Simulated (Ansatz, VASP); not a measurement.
One calculation of ZrB2, two programs

The input POSCAR:

```
ZrB2
1.0
    3.1700000000      0.0000000000      0.0000000000
   -1.5850000000      2.7453005300      0.0000000000
    0.0000000000      0.0000000000      3.5330000000
Zr B
1 2
Direct
    0.0000000000      0.0000000000      0.0000000000
    0.6666666667      0.3333333333      0.5000000000
    0.3333333333      0.6666666667      0.5000000000
```

The input INCAR.step1:

```
  PREC = Accurate
  ENCUT = 600
  ISMEAR = -1
  SIGMA = 0.05
  LREAL = F
  LASPH = T
  NELM = 150
  LMAXMIX = 4
  LDAU = T
  LDAUTYPE = 2
  LDAUL = 2 -1
  LDAUU = 4 0
  LDAUJ = 0 0
  GGA = PE
  ALGO = Normal
  EDIFF = 1E-4
  LWAVE = T
  LCHARG = F
```

File INCAR.step2:

```
  PREC = Accurate
  ENCUT = 600
  EDIFF = 1E-6
  ISMEAR = -1
  SIGMA = 0.05
  LREAL = F
  LASPH = T
  NELM = 150
  ALGO = Normal
  ISIF = 3
  LWAVE = F
  LCHARG = F
  LMAXMIX = 4
  LDAU = T
  LDAUTYPE = 2
  LDAUL = 2 -1
  LDAUU = 4 0
  LDAUJ = 0 0
  LDAUPRINT = 1
  METAGGA = R2SCAN
  LMIXTAU = T
  IBRION = 2
  NSW = 60
  EDIFFG = -0.01
  ISTART = 1
```

File KPOINTS:

```
regular mesh
0
Gamma
  10 10 8
```

Contents of input.yaml:

```yaml
crystal:
  lattice:
    - [3.17, 0.0, 0.0]
    - [-1.585, 2.74530053, 0.0]
    - [0.0, 0.0, 3.533]
  atoms:
    - { symbol: Zr, position: [0.0, 0.0, 0.0] }
    - { symbol: B, position: [0.6666666667, 0.3333333333, 0.5] }
    - { symbol: B, position: [0.3333333333, 0.6666666667, 0.5] }
hamiltonian:
  xc: r2scan
  pseudopotentials: { kind: paw }
  hubbard: { sites: [{ species: Zr, l: d, u_eff: 4.0 }] }
kpoints:
  mp_grid: { grid: [10, 10, 8] }
scf:
  occupations: { method: fermi_dirac, width: 0.05 }
output:
  forces: true
  stress: true
  eigenvalues: true
  write_density: true
  write_potential: true
  elf: true
  volumetric_format: npy
relax:
  f_tol: 0.01
  max_steps: 40
  cell: { stress_tol: 0.05 }
```

Alike in both runs: task relaxation of cell and atoms; functional r2SCAN; k mesh 10 × 10 × 8; occupations fermi-dirac, width 0.05 eV; no spin polarisation; Hubbard terms Zr d U = 4.0 eV.

|  | VASP | Ansatz |
| --- | --- | --- |
| version | VASP 6.6.1 | Ansatz 0.2.0 |
| potentials or method | VASP PAW PBE potentials, release 64 (Zr_sv, B) | Ansatz PAW |
| plane-wave cutoff (eV) | 600 | 500 |
| valence electrons in the cell | 18 | 18 |

```tsv
	VASP	Ansatz	Ansatz less VASP
gap on the k mesh at the Fermi level, each at its own relaxed structure (eV)	none	none	-
relaxed volume (Å³/atom)	10.69	10.45	-0.237
relaxed cell length with the largest relative difference (Å)	3.198	3.172	-0.0255
```

VASP's potentials were made for PBE, not for r2SCAN. The programs project onto different local orbitals, so the same U acts differently, and such runs can settle in different states. A gap of «none» marks a metal or a gap that the smearing closes.

Noted on Ansatz's run: the plane-wave basis is chosen anew once the cell has moved, so the energies of steps on either side of that aren't comparable.
